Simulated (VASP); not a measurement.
Write the native input for VASP 6.6.1 that does the following.

```
Task                   : single point
Functional             : PBE
Potentials or basis    : VASP PAW PBE potentials, release 64 (Mo_sv)
Cutoff                 : 500 eV
k mesh                 : 22 × 22 × 12
Occupations            : fermi-dirac, width 0.1 eV
Spin                   : no spin polarisation
Dipole correction      : no
Further INCAR settings : ALGO = Normal; EDIFF = 1e-06; NBANDS = 21
```

The structure of Mo lies in POSCAR:

```
Mo
1.0
   -1.9181181447      1.9179649585      1.3264839357
    1.9179649585     -1.9181181447      1.3264839357
    3.1594710707      3.1594710707     -1.3267644965
Mo
2
Direct
    0.9999597933      0.0000402067      0.0000000000
    0.7500402067      0.2499597933      0.5000000000
```

These files were run (other wordings do the same):

INCAR

```
SYSTEM = Mo
PREC = Accurate
ENCUT = 500
EDIFF = 1E-6
ISMEAR = -1
SIGMA = 0.1
LREAL = .FALSE.
LASPH = .TRUE.
NELM = 120
ALGO = Normal
ISIF = 2
LWAVE = .FALSE.
LCHARG = .FALSE.
GGA = PE
NBANDS = 21
GGA_COMPAT = .FALSE.
```

KPOINTS

```
regular mesh
0
G
  22 22 12
  0 0 0
```

Potentials or basis: VASP PAW PBE potentials, release 64 (Mo_sv).

Command:

```console
$ cat potpaw_PBE.64/Mo_sv/POTCAR > POTCAR
$ mpirun -np 1 vasp_std > vasp.out
```

It gave:

| Item | Value |
| --- | --- |
| Pressure | 0.4 GPa |
| Band gap on the k mesh | zero (bands 14 and 15 overlap by 1.87 eV) |

It took 15 min on 1 thread of Oxide Virtual Turin-like Processor, on a shared host, peak memory 0.75 GiB.
